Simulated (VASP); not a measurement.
# ReS3 (Im-3m) in VASP: a series of runs, part 2 of 2

VASP 6.6.1. The steps go on from the part before.

### Step 3. Single point, PBE, collinear spin

This run uses another cell than the first one, of 14.84 Å³/atom.

INCAR reads:

```
PREC = Accurate ; ENCUT = 520
EDIFF = 1E-6 ; ISMEAR = 0
SIGMA = 0.1 ; LREAL = F
LASPH = T ; NELM = 150
ALGO = Normal ; ISIF = 2
LWAVE = F ; LCHARG = F
ISPIN = 2 ; MAGMOM = 1 0 0 0
LORBIT = 11 ; LMAXMIX = 4
GGA = PE ; NBANDS = 24
```

KPOINTS reads:

```
Automatic mesh
0
Gamma
  4 4 4
```

POSCAR reads:

```
ReS3
1.0
   -2.4576513293      2.4576513293      2.4576513293
    2.4576513293     -2.4576513293      2.4576513293
    2.4576513293      2.4576513293     -2.4576513293
Re S
1 3
Direct
    0.0000000000      0.0000000000      0.0000000000
    0.0000000000      0.5000000000      0.5000000000
    0.5000000000      0.0000000000      0.5000000000
    0.5000000000      0.5000000000      0.0000000000
```

Potentials or basis: VASP PAW PBE potentials, release 64 (Re, S).

Run with:

```
> cat potpaw_PBE.64/Re/POTCAR potpaw_PBE.64/S/POTCAR > POTCAR
> mpirun -np 1 vasp_std > vasp.out
```

It took 11 s on 1 thread of Intel Xeon 6975P-C (Granite Rapids), shared host; peak memory 0.2 GiB.

Results (log left out):

* Free energy: -22.3597 eV
* Pressure: 0.6 GPa
* Net moment: 0.00 μB per cell
* Valence electrons inside the program's atomic spheres: Re 5.88; S 3.57

Levels at points of the mesh, in eV from the Fermi level:
Spin up:
```csv
k point,band 9,band 10,band 11,band 12,band 13,band 14,band 15,band 16,band 17,band 18
"(0.00, 0.00, 0.00)",-4.08,-2.78,-2.78,-2.78,-0.31,-0.31,1.39,3.05,3.05,3.05
"(0.50, 0.00, 0.00)",-3.21,-3.00,-2.86,-0.95,-0.18,0.22,1.96,3.31,5.33,5.62
"(0.50, 0.50, 0.50)",-2.85,-1.25,-1.25,-1.25,-0.10,-0.10,2.67,3.38,3.38,3.38
```
Spin down:
| k point | band 9 | band 10 | band 11 | band 12 | band 13 | band 14 | band 15 | band 16 | band 17 | band 18 |
| --- | --- | --- | --- | --- | --- | --- | --- | --- | --- | --- |
| (0.00, 0.00, 0.00) | -4.08 | -2.78 | -2.78 | -2.78 | -0.31 | -0.31 | 1.39 | 3.05 | 3.05 | 3.05 |
| (0.50, 0.00, 0.00) | -3.21 | -3.00 | -2.86 | -0.95 | -0.18 | 0.22 | 1.97 | 3.31 | 5.33 | 5.62 |
| (0.50, 0.50, 0.50) | -2.85 | -1.25 | -1.25 | -1.25 | -0.10 | -0.10 | 2.67 | 3.38 | 3.38 | 3.38 |

Caveat: the k points lie up to 0.45 Å⁻¹ apart; spin-orbit coupling is left out, which moves the levels of the heavy elements.

### Step 4. Single point, PBE, collinear spin

This run uses another cell than the first one, of 21.61 Å³/atom.

INCAR reads:

```
ALGO = Normal
EDIFF = 1E-6
ENCUT = 520
GGA = PE
ISIF = 2
ISMEAR = 0
ISPIN = 2
LASPH = T
LCHARG = F
LMAXMIX = 4
LORBIT = 11
LREAL = F
LWAVE = F
MAGMOM = 1 0 0 0
NBANDS = 24
NELM = 150
PREC = Accurate
SIGMA = 0.1
```

KPOINTS reads:

```
k-points
0
Gamma
  4 4 4
```

POSCAR reads:

```
ReS3
1.0
   -2.7852381000      2.7852381000      2.7852381000
    2.7852381000     -2.7852381000      2.7852381000
    2.7852381000      2.7852381000     -2.7852381000
Re S
1 3
Direct
    0.0000000000      0.0000000000      0.0000000000
    0.0000000000      0.5000000000      0.5000000000
    0.5000000000      0.0000000000      0.5000000000
    0.5000000000      0.5000000000      0.0000000000
```

Run with:

```
> cat potpaw_PBE.64/Re/POTCAR potpaw_PBE.64/S/POTCAR > POTCAR
> mpirun -np 1 vasp_std > vasp.out
```

It took 19 s on 1 thread of Intel Xeon 6975P-C (Granite Rapids), shared host; peak memory 0.24 GiB.

Results (log left out):

```
Free energy                                           : -19.9808 eV
Pressure                                              : -19.2 GPa
Net moment                                            : 1.69 μB per cell
Site moments                                          : Re +2.06; S -0.14 μB
Valence electrons inside the program's atomic spheres : Re 5.16; S 3.50
```

Levels at points of the mesh, in eV from the Fermi level:
Spin up:
```
           k point  band 11  band 12  band 13  band 14  band 15  band 16
(0.00, 0.00, 0.00)    -1.94    -1.94    -1.05    -1.05    -0.29     1.60
(0.50, 0.00, 0.00)    -1.99    -1.37    -0.88    -0.86     0.10     1.82
(0.50, 0.50, 0.50)    -1.41    -1.41    -0.97    -0.97     0.16     1.77
```
Spin down:
```tsv
k point	band 9	band 10	band 11	band 12	band 13	band 14	band 15	band 16
(0.00, 0.00, 0.00)	-3.16	-0.74	-0.74	-0.74	0.21	0.21	0.58	1.41
(0.50, 0.00, 0.00)	-2.45	-2.29	-2.10	-0.05	0.38	0.38	1.12	1.71
(0.50, 0.50, 0.50)	-2.41	-0.03	-0.03	-0.03	0.33	0.33	1.06	1.55
```

Caveat: the k points lie up to 0.40 Å⁻¹ apart; spin-orbit coupling is left out, which moves the levels of the heavy elements.

### Step 5. Relaxation of cell and atoms, PBE

This run uses another cell than the first one, of 14.84 Å³/atom.

INCAR reads:

```
SYSTEM = ReS3
PREC     = Accurate       ! precision mode
ENCUT    = 600            ! plane-wave cutoff, eV
EDIFF    = 1E-7           ! SCF threshold, eV
ISMEAR   = 0              ! smearing method
SIGMA    = 0.1            ! smearing width, eV
LREAL    = .False.        ! projectors in reciprocal space
LASPH    = .True.         ! aspherical terms in the spheres
NELM     = 60             ! most SCF steps
ALGO     = Normal         ! electronic algorithm
ISIF     = 3              ! what is computed and relaxed
LWAVE    = .False.        ! write WAVECAR
LCHARG   = .False.        ! write CHGCAR
GGA      = PE             ! functional
IBRION   = 2              ! ionic algorithm
NSW      = 90             ! ionic steps
EDIFFG   = -0.04          ! ionic threshold
```

KPOINTS reads:

```
Automatic mesh
0
Gamma
  6 6 6
  0 0 0
```

POSCAR reads:

```
ReS3
1.0
   -2.4576513293      2.4576513293      2.4576513293
    2.4576513293     -2.4576513293      2.4576513293
    2.4576513293      2.4576513293     -2.4576513293
Re S
1 3
Direct
    0.0000000000      0.0000000000      0.0000000000
    0.0000000000      0.5000000000      0.5000000000
    0.5000000000      0.0000000000      0.5000000000
    0.5000000000      0.5000000000      0.0000000000
```

Run with:

```
> cat potpaw_PBE.64/Re/POTCAR potpaw_PBE.64/S/POTCAR > POTCAR
> mpirun -np 1 vasp_std > vasp.out
```

Run time: 23 s. Hardware: 1 thread of Intel Xeon 6975P-C (Granite Rapids), shared host; peak memory 0.21 GiB.

It converged, with:

```yaml
Free_energy: -22.4004 eV
Relaxed_volume: 14.95 Å³/atom
Relaxed_cell: a = 4.267 Å, b = 4.267 Å, c = 4.267 Å, α = 109.47°, β = 109.47°, γ = 109.47°
Space_group_after_relaxing_to_0.1_Å: Im-3m (No. 229)
Energy_gained_by_relaxing: 0.3 meV/atom
Ionic_steps: 3
Pressure_after_relaxing: 0.0 GPa
Band_gap_on_the_k_mesh: zero (an odd number of electrons rules out a gap without spin polarisation)
```

The path:
| step | energy change (eV) | largest force (eV/Å) | pressure (GPa) | volume (Å³) |
| --- | --- | --- | --- | --- |
| 1 | 0.0000 | 0.0000 | 1.04 | 59.38 |
| 2 | 0.0000 | 0.0000 | -0.99 | 60.21 |
| 3 | -0.0013 | 0.0000 | 0.01 | 59.79 |

Final structure:
```xyz
4
Lattice="-2.4634 2.4634 2.4634 2.4634 -2.4634 2.4634 2.4634 2.4634 -2.4634" Properties=species:S:1:pos:R:3 pbc="T T T"
Re    0.0000    0.0000    0.0000
S     2.4634    0.0000    0.0000
S     0.0000    2.4634    0.0000
S     0.0000    0.0000    2.4634
```

Levels at points of the mesh, in eV from the Fermi level:
```tsv
k point	band 9	band 10	band 11	band 12	band 13	band 14	band 15	band 16
(0.00, 0.00, 0.00)	-3.77	-2.58	-2.58	-2.58	-0.19	-0.19	1.58	3.37
(0.50, 0.00, 0.00)	-2.84	-2.63	-2.50	-0.84	-0.05	0.32	2.11	3.63
(0.50, 0.50, 0.50)	-2.53	-1.13	-1.13	-1.13	-0.01	-0.01	2.84	3.70
```

Caveat: spin-orbit coupling is left out, which moves the levels of the heavy elements.

### Step 6. Single point, PBE

INCAR reads:

```
PREC = Accurate ; ENCUT = 520
EDIFF = 1E-6 ; ISMEAR = 0
SIGMA = 0.1 ; LREAL = False
LASPH = True ; NELM = 100
ALGO = Normal ; ISIF = 2
LWAVE = False ; LCHARG = True
GGA = PE ; LELF = True
LVHAR = True ; NBANDS = 20
```

KPOINTS reads:

```
regular mesh
0
Gamma
  14 14 14
```

POSCAR reads:

```
ReS3
1.0
   -2.4612976612      2.4612976612      2.4612976612
    2.4612976612     -2.4612976612      2.4612976612
    2.4612976612      2.4612976612     -2.4612976612
Re S
1 3
Direct
    0.0000000000      0.0000000000      0.0000000000
    0.0000000000      0.5000000000      0.5000000000
    0.5000000000      0.0000000000      0.5000000000
    0.5000000000      0.5000000000      0.0000000000
```

Potentials or basis: VASP PAW PBE potentials, release 64 (Re, S).

Run with:

```
> cat potpaw_PBE.64/Re/POTCAR potpaw_PBE.64/S/POTCAR > POTCAR
> mpirun -np 1 vasp_std > vasp.out
```

It took 38 s on 1 thread of Intel Xeon 6975P-C (Granite Rapids), shared host; peak memory 0.25 GiB.

Results (log left out):

- Free energy: -22.3955 eV
- Pressure: 0.3 GPa
- Band gap on the k mesh: zero (an odd number of electrons rules out a gap without spin polarisation)

Levels at points of the mesh, in eV from the Fermi level:
```
           k point  band 11  band 12  band 13  band 14  band 15  band 16
(0.00, 0.00, 0.00)    -2.63    -2.63    -0.21    -0.21     1.54     3.29
(0.50, 0.00, 0.00)    -2.60    -0.86    -0.07     0.30     2.08     3.55
(0.50, 0.50, 0.50)    -1.15    -1.15    -0.02    -0.02     2.81     3.62
```

Caveat: spin-orbit coupling is left out, which moves the levels of the heavy elements.

### Step 7. Summary

| task | spin | cell | k mesh | cutoff (eV) | gap on the mesh (eV) | pressure (GPa) | moment (μB) |
| --- | --- | --- | --- | --- | --- | --- | --- |
| single point | off | a = 4.263 Å, angles 109.5°, 4 atoms | 6 × 6 × 6 | 520 | none | 0.3 | - |
| single point | collinear | a = 4.257 Å, angles 109.5°, 4 atoms | 4 × 4 × 4 | 520 | none | 0.6 | 0.00 |
| single point | collinear | a = 4.824 Å, angles 109.5°, 4 atoms | 4 × 4 × 4 | 520 | none | -19.2 | 1.69 |
| relaxation of cell and atoms | off | relaxed from a = 4.257 Å, angles 109.5°, 4 atoms | 6 × 6 × 6 | 600 | none | 0.0 | - |
| single point | off | a = 4.263 Å, angles 109.5°, 4 atoms | 14 × 14 × 14 | 520 | none | 0.3 | - |

Alike in all rows: level PBE; potentials or basis VASP PAW PBE potentials, release 64 (Re, S); smearing gaussian 0.1 eV.

Caveats: some runs use coarse meshes; spin-orbit coupling is left out, which moves the levels of the heavy elements.

Absolute energies hang on the potentials; compare differences alone.
